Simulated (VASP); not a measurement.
# AlP (F-43m) in VASP: further runs

AlP is run at these levels: PBE+D3(BJ); tasks: single point.

Everything below comes from runs of VASP 6.6.1. Logs are shortened: lines on timing, memory, paths and dates and some standing lists are left out, and cuts for length are marked.

### 1 The cell of the first run

It takes space group F-43m (No. 216, cubic). Conventional cell: a = 5.523 Å, b = 5.523 Å, c = 5.523 Å, α = 90.00°, β = 90.00°, γ = 90.00°. Al (site symmetry -43m) has 4 P at 2.39 Å within 3.2 Å. Within 3.2 Å of P (site symmetry -43m) lie 4 Al at 2.39 Å.

### 2 Single point, PBE+D3(BJ)

INCAR

```
  PREC = Accurate
  ENCUT = 500
  EDIFF = 1E-6
  ISMEAR = -1
  SIGMA = 0.01
  LREAL = F
  LASPH = T
  NELM = 120
  ALGO = Normal
  ISIF = 2
  LWAVE = F
  LCHARG = T
  GGA = PE
  IVDW = 12
  LELF = T
  LVHAR = T
  NBANDS = 11
  GGA_COMPAT = F
```

KPOINTS

```
Automatic mesh
0
Gamma
  6 6 6
```

POSCAR

```
AlP
1.0
    0.0000000000      2.7613659551      2.7613659551
    2.7613659551      0.0000000000      2.7613659551
    2.7613659551      2.7613659551      0.0000000000
Al P
1 1
Direct
    0.0000000000      0.0000000000      0.0000000000
    0.2500000000      0.2500000000      0.2500000000
```

Potentials or basis: VASP PAW PBE potentials, release 64 (Al, P).

On the command line:

```sh
$ cat potpaw_PBE.64/Al/POTCAR potpaw_PBE.64/P/POTCAR > POTCAR
$ mpirun -np 1 vasp_std > vasp.out
```

OUTCAR:

```text
PREC = Accurate
   ENCUT = 500
   EDIFF = 1E-6
   ISMEAR = -1
   LREAL = F
   LASPH = T
   NELM = 120
   ISIF = 2
   GGA = PE
   IVDW = 12
 IVDW          = 12

 ion  position               nearest neighbor table
   1  0.000  0.000  0.000-   2 2.39   2 2.39   2 2.39   2 2.39
   2  0.250  0.250  0.250-   1 2.39   1 2.39   1 2.39   1 2.39

  LATTYP: Found a face centered cubic cell.
 ALAT       =     5.5227319102

  Lattice vectors:

 A1 = (   0.0000000000,   2.7613659551,   2.7613659551)
 A2 = (   2.7613659551,   0.0000000000,   2.7613659551)
 A3 = (   2.7613659551,   2.7613659551,   0.0000000000)

Analysis of symmetry for initial positions (statically):
=====================================================================
 Subroutine PRICEL returns:
 Original cell was already a primitive cell.

 Routine SETGRP: Setting up the symmetry group for a
 face centered cubic supercell.

 Subroutine GETGRP returns: Found 24 space group operations
 (whereof 24 operations were pure point group operations)
 out of a pool of 48 trial point group operations.

The static configuration has the point symmetry T_d .

Analysis of symmetry for dynamics (positions and initial velocities):
=====================================================================
 Subroutine PRICEL returns:
 Original cell was already a primitive cell.

 Routine SETGRP: Setting up the symmetry group for a
 face centered cubic supercell.

 Subroutine GETGRP returns: Found 24 space group operations
 (whereof 24 operations were pure point group operations)
 out of a pool of 48 trial point group operations.

The dynamic configuration has the point symmetry T_d .

 Subroutine INISYM returns: Found 24 space group operations
 (whereof 24 operations are pure point group operations),
 and found     1 'primitive' translations

----------------------------------------------------------------------------------------

                                     Primitive cell

  volume of cell :      42.1116

  direct lattice vectors                    reciprocal lattice vectors
     0.000000000  2.761365955  2.761365955    -0.181069807  0.181069807  0.181069807
     2.761365955  0.000000000  2.761365955     0.181069807 -0.181069807  0.181069807
     2.761365955  2.761365955  0.000000000     0.181069807  0.181069807 -0.181069807

  length of vectors
     3.905161184  3.905161184  3.905161184     0.313622105  0.313622105  0.313622105

  position of ions in fractional coordinates (direct lattice)
     0.000000000  0.000000000  0.000000000
     0.250000000  0.250000000  0.250000000

  ion indices of the primitive-cell ions
   primitive index   ion index
                 1           1
                 2           2

----------------------------------------------------------------------------------------

 KPOINTS: Automatic mesh

Automatic generation of k-mesh.
 Grid dimensions read from file:
 generate k-points for:    6    6    6

 Generating k-lattice:

  Cartesian coordinates                     Fractional coordinates (reciprocal lattice)
    -0.030178301  0.030178301  0.030178301     0.166666667  0.000000000  0.000000000
     0.030178301 -0.030178301  0.030178301     0.000000000  0.166666667  0.000000000
     0.030178301  0.030178301 -0.030178301     0.000000000  0.000000000  0.166666667

  Length of vectors
     0.052270351  0.052270351  0.052270351

  Shift w.r.t. Gamma in fractional coordinates (k-lattice)
     0.000000000  0.000000000  0.000000000

 Subroutine IBZKPT returns following result:
 ===========================================

 Found     16 irreducible k-points:

 Following reciprocal coordinates:
            Coordinates               Weight
  0.000000  0.000000  0.000000      1.000000
  0.166667  0.000000  0.000000      8.000000
  0.333333  0.000000  0.000000      8.000000
  0.500000  0.000000  0.000000      4.000000
  0.166667  0.166667  0.000000      6.000000
  0.333333  0.166667  0.000000     24.000000
[... 8 lines left out ...]
 -0.333333  0.333333  0.166667     24.000000
 -0.333333  0.500000  0.166667     12.000000
   k-points           NKPTS =     16   k-points in BZ     NKDIM =     16   number of bands    NBANDS=     11
   number of dos      NEDOS =    301   number of ions     NIONS =      2
   total plane-waves  NPLWV =  21952
   dimension x,y,z NGX =    28 NGY =   28 NGZ =   28
   dimension x,y,z NGXF=    56 NGYF=   56 NGZF=   56
   ions per type =               1   1
   NGX,Y,Z   is equivalent  to a cutoff of  11.92, 11.92, 11.92 a.u.
   NGXF,Y,Z  is equivalent  to a cutoff of  23.84, 23.84, 23.84 a.u.
 SYSTEM =  unknown system
   PREC   = accura    normal or accurate (medium, high low for compatibility)
   ISTART =      0    job   : 0-new  1-cont  2-samecut
   ICHARG =      2    charge: 1-file 2-atom 10-const
   ISPIN  =      1    spin polarized calculation?
   LNONCOLLINEAR =      F non collinear calculations
   LSORBIT =      F    spin-orbit coupling
   LASPH  =      T    aspherical Exc in radial PAW
   ENCUT  =  500.0 eV  36.75 Ry    6.06 a.u.   7.12  7.12  7.12*2*pi/ulx,y,z
   NELM   =    120;   NELMIN=  2; NELMDL= -5     # of ELM steps
   EDIFF  = 0.1E-05   stopping-criterion for ELM
   LREAL  =      F    real-space projection
   EDIFFG = 0.1E-04   stopping-criterion for IOM
   NSW    =      0    number of steps for IOM
   IBRION =     -1    ionic relax: 0-MD 1-quasi-New 2-CG
   NFREE  =      0    steps in history (QN), initial steepest desc. (CG)
   ISIF   =      2    stress and relaxation
   ISYM   =      2    0-nonsym 1-usesym 2-fastsym
   POTIM  = 0.5000    time-step for ionic-motion
   TEBEG  =    0.0;   TEEND  =   0.0 temperature during run
   PSTRESS=    0.0 pullay stress
   NELECT =       8.0000    total number of electrons
   NUPDOWN=      -1.0000    fix difference up-down
   EMIN   =  10.00;   EMAX   =-10.00  energy-range for DOS
   EFERMI =   0.00;   METHOD = LEGACY
   ISMEAR =    -1;   SIGMA  =   0.01  broadening in eV -4-tet -1-fermi 0-gaus
   EFERMI_NEDOS =   21; number of points for ismear=-14 and -15
   IALGO  =     38    algorithm
   IMIX   =      4    mixing-type and parameters
     AMIX     =   0.40;   BMIX     =  1.00
     AMIX_MAG =   1.60;   BMIX_MAG =  1.00
  volume/ion in A,a.u.               =      21.06       142.09
  Fermi-wavevector in a.u.,A,eV,Ry     =   0.941104  1.778428 12.050359  0.885676
  Thomas-Fermi vector in A             =   2.068582
   LORBIT       =      0    0 simple, 1 ext, 2 COOP (PROOUT), +10 PAW based schemes
   GGA     = PE    functional components
   LHFCALC =     F    Hartree Fock is set to
   AEXX    =    0.0000 exact exchange contribution
   IVDW    =    12    specifies the selected vdW correction
   LEPSILON=     F    determine dielectric tensor
   LRPA    =     F    only Hartree local field effects (RPA)
 non-spin polarized calculation
  energy-cutoff  :      500.00
  volume of cell :       42.11
 maximum number of plane-waves:      1090
   NGX = 15   NGY = 15   NGZ = 15

 number of electron       8.0000001 magnetization

 Free energy of the ion-electron system (eV)
  ---------------------------------------------------
  ext. energy  EPLUGINS =         0.00000000
  ---------------------------------------------------
  free energy    TOTEN  =       -10.36852389 eV

  energy without entropy =      -10.36852389  energy(sigma->0) =      -10.36852389

 E-fermi :   4.4962     XC(G=0):  -9.0743

 val. band max:        4.2758750838   @ k =   0.0000   0.0000   0.0000
 cond. band min:       5.9183490686   @ k =   0.5000   0.5000   0.0000
 fundamental gap:      1.6424739848
 Fermi energy:         4.4962433025

 k-point     1 :       0.0000    0.0000    0.0000
  band No.  band energies     occupation
      1      -7.0368      2.00000
      2       4.2759      2.00000
      3       4.2759      2.00000
      4       4.2759      2.00000
      5       7.2894      0.00000
      6       8.7861      0.00000
      7       8.7861      0.00000
      8       8.7861      0.00000
      9      13.0686      0.00000
     10      13.0686      0.00000
     11      14.3281      0.00000

 k-point     2 :       0.1667    0.0000    0.0000
  band No.  band energies     occupation
      1      -6.7457      2.00000
      2       2.4285      2.00000
      3       4.0408      2.00000
      4       4.0408      2.00000
      5       7.7328      0.00000
      6       9.2090      0.00000
      7       9.2090      0.00000
      8       9.7571      0.00000
      9      12.4438      0.00000
     10      12.4438      0.00000
     11      14.9771      0.00000

 k-point     3 :       0.3333    0.0000    0.0000
  band No.  band energies     occupation
      1      -5.9922      2.00000
      2       0.0376      2.00000
      3       3.6788      2.00000
      4       3.6788      2.00000
      5       7.1958      0.00000
      6       9.2904      0.00000
      7       9.2904      0.00000
      8      12.0240      0.00000
      9      13.3287      0.00000
     10      13.3287      0.00000
     11      14.4224      0.00000

 k-point     4 :       0.5000    0.0000    0.0000
  band No.  band energies     occupation
      1      -5.4403      2.00000
      2      -1.1038      2.00000
      3       3.5322      2.00000
      4       3.5322      2.00000
      5       6.9607      0.00000
      6       9.0818      0.00000
      7       9.0818      0.00000
      8      12.4522      0.00000
      9      15.6958      0.00000
     10      15.6958      0.00000
     11      15.8292      0.00000
[... 127 lines left out ...]
 k-point    14 :       0.5000    0.3333    0.1667
  band No.  band energies     occupation
      1      -5.3981      2.00000
      2      -0.0718      2.00000
      3       1.6976      2.00000
      4       2.7436      2.00000
      5       8.1164      0.00000
      6       9.0409      0.00000
      7       9.6874      0.00000
      8      12.3487      0.00000
      9      13.4618      0.00000
     10      15.5516      0.00000
     11      17.4028      0.00000

 k-point    15 :      -0.3333    0.3333    0.1667
  band No.  band energies     occupation
      1      -4.9676      2.00000
      2      -0.6103      2.00000
      3       1.2572      2.00000
      4       2.3698      2.00000
      5       8.3119      0.00000
      6       9.1676      0.00000
      7      11.0260      0.00000
      8      11.8481      0.00000
      9      12.9745      0.00000
     10      16.0037      0.00000
     11      16.9538      0.00000

 k-point    16 :      -0.3333    0.5000    0.1667
  band No.  band energies     occupation
      1      -4.7781      2.00000
      2      -0.6708      2.00000
      3       1.4782      2.00000
      4       1.7126      2.00000
      5       7.6028      0.00000
      6       8.5353      0.00000
      7      11.7932      0.00000
      8      12.1350      0.00000
      9      15.2607      0.00000
     10      16.0429      0.00000
     11      17.2881      0.00000

------------------------ aborting loop because EDIFF is reached ----------------------------------------

 Edisp (eV)   -0.59336

 E8    (eV) :    -0.2453

  FORCE on cell =-STRESS in cart. coord.  units (eV):
  Direction    XX          YY          ZZ          XY          YZ          ZX
  --------------------------------------------------------------------------------------
  -------------------------------------------------------------------------------------
  Total      -0.84366    -0.84366    -0.84366    -0.00000    -0.00000    -0.00000
  in kB     -32.09785   -32.09785   -32.09785    -0.00000    -0.00000    -0.00000
  external pressure =      -32.10 kB  Pullay stress =        0.00 kB

 VOLUME and BASIS-vectors are now :
 -----------------------------------------------------------------------------
  energy-cutoff  :      500.00
  volume of cell :       42.11
      direct lattice vectors                 reciprocal lattice vectors
     0.000000000  2.761365955  2.761365955    -0.181069807  0.181069807  0.181069807
     2.761365955  0.000000000  2.761365955     0.181069807 -0.181069807  0.181069807
     2.761365955  2.761365955  0.000000000     0.181069807  0.181069807 -0.181069807

 POSITION                                       TOTAL-FORCE (eV/Angst)
 -----------------------------------------------------------------------------------
      0.00000      0.00000      0.00000         0.000000     -0.000000     -0.000000
      1.38068      1.38068      1.38068        -0.000000      0.000000      0.000000
 -----------------------------------------------------------------------------------
    total drift:                               -0.000000     -0.000000     -0.000000

  FREE ENERGIE OF THE ION-ELECTRON SYSTEM (eV)
  ---------------------------------------------------
  free  energy   TOTEN  =       -10.9618863686 eV

  energy  without entropy=      -10.9618863686  energy(sigma->0) =      -10.96188637
```

It took 5.2 s on 1 thread of AMD EPYC 9R45 (Zen 5), shared host; peak memory 0.13 GiB.

Results:

```yaml
Free_energy: -10.9619 eV
Pressure: -3.2 GPa
Band_gap_on_the_k_mesh: 1.64 eV, indirect (least direct gap 3.01 eV)
Dispersion_energy_per_atom: -0.297 eV
```

A k mesh can miss the band edges. A hybrid or GW would open this gap; PBE tends to underestimate it.

[end of part 1 of 2]
